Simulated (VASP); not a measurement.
Set up this calculation in VASP 6.6.1, as the native input.

- Task: single point
- Functional: PBE
- Potentials or basis: VASP PAW PBE potentials, release 64 (Na_pv, Cl)
- Cutoff: 500 eV
- k mesh: 8 × 8 × 8
- Occupations: gaussian, width 0.02 eV
- Spin: no spin polarisation
- Dipole correction: no
- Further INCAR settings: ALGO = Normal; EDIFF = 1e-06; NBANDS = 14

The structure of NaCl lies in POSCAR:

```
NaCl
1.0
    0.0000000000      2.8479700489      2.8479700489
    2.8479700489      0.0000000000      2.8479700489
    2.8479700489      2.8479700489      0.0000000000
Na Cl
1 1
Direct
    0.0000000000      0.0000000000      0.0000000000
    0.5000000000      0.5000000000      0.5000000000
```

The input as run:

INCAR

```
PREC = Accurate ; ENCUT = 500
EDIFF = 1E-6 ; ISMEAR = 0
SIGMA = 0.02 ; LREAL = False
LASPH = True ; NELM = 120
ALGO = Normal ; ISIF = 2
LWAVE = False ; LCHARG = False
GGA = PE ; NBANDS = 14
GGA_COMPAT = False
```

KPOINTS

```
Automatic mesh
0
Gamma
  8 8 8
```

Potentials or basis: VASP PAW PBE potentials, release 64 (Na_pv, Cl).

The run is started by

```sh
$ cat potpaw_PBE.64/Na_pv/POTCAR potpaw_PBE.64/Cl/POTCAR > POTCAR
$ mpirun -np 1 vasp_std > vasp.out
```

It gave:

```
Pressure               : -0.1 GPa
Band gap on the k mesh : 4.99 eV
```

It took 18 s on 1 thread of Intel Xeon 8259CL, on a shared host, peak memory 0.16 GiB.
